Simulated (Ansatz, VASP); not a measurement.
## Na: VASP beside Ansatz

Contents of INCAR:

```
PREC = Accurate ; ENCUT = 520
EDIFF = 1E-7 ; ISMEAR = -1
SIGMA = 0.05 ; LREAL = False
LASPH = True ; NELM = 100
ALGO = Normal ; ISIF = 2
LWAVE = False ; LCHARG = False
NBANDS = 14
```

The input KPOINTS:

```
regular mesh
0
Gamma
  12 12 7
```

Contents of POSCAR:

```
Na
1.0
    3.1871651954      0.0000000000      0.0000000000
   -1.5935825977      2.7601660252      0.0000000000
    0.0000000000      0.0000000000      5.1632076165
Na
2
Direct
    0.3333333333      0.6666666667      0.2500000000
    0.6666666667      0.3333333333      0.7500000000
```

Input for Ansatz:

```yaml
crystal:
  lattice:
    - [3.1871651954, 0.0, 0.0]
    - [-1.5935825977, 2.7601660252, 0.0]
    - [0.0, 0.0, 5.1632076165]
  atoms:
    - { symbol: Na, position: [0.3333333333, 0.6666666667, 0.25] }
    - { symbol: Na, position: [0.6666666667, 0.3333333333, 0.75] }
kpoints:
  mp_grid: { grid: [12, 12, 7] }
scf:
  occupations: { method: fermi_dirac, width: 0.05 }
hamiltonian:
  xc: lda
  pseudopotentials: { kind: all_electron, lapw: { basis_error: 0.001 } }
output:
  forces: true
  stress: true
  eigenvalues: true
  populations: true
```

Change from the starting cell: volume scaled by 0.68, LAPW.

Alike in both runs: task single point; functional LDA; k mesh 12 × 12 × 7; occupations fermi-dirac, width 0.05 eV; no spin polarisation.

|  | VASP | Ansatz |
| --- | --- | --- |
| version | VASP 6.6.1 | Ansatz 0.2.0 |
| potentials or method | VASP PAW LDA potentials, release 64 (Na_pv), cutoff 520 eV | all-electron LAPW, scalar-relativistic |

|  | VASP | Ansatz | Ansatz less VASP |
| --- | --- | --- | --- |
| pressure (GPa) | 7.2 | 7.2 | -0.01 |

LDA's correlation is that of Perdew and Zunger in VASP and of Perdew and Wang (1992) in Ansatz. Ansatz ran all-electron here, and VASP with PAW potentials.
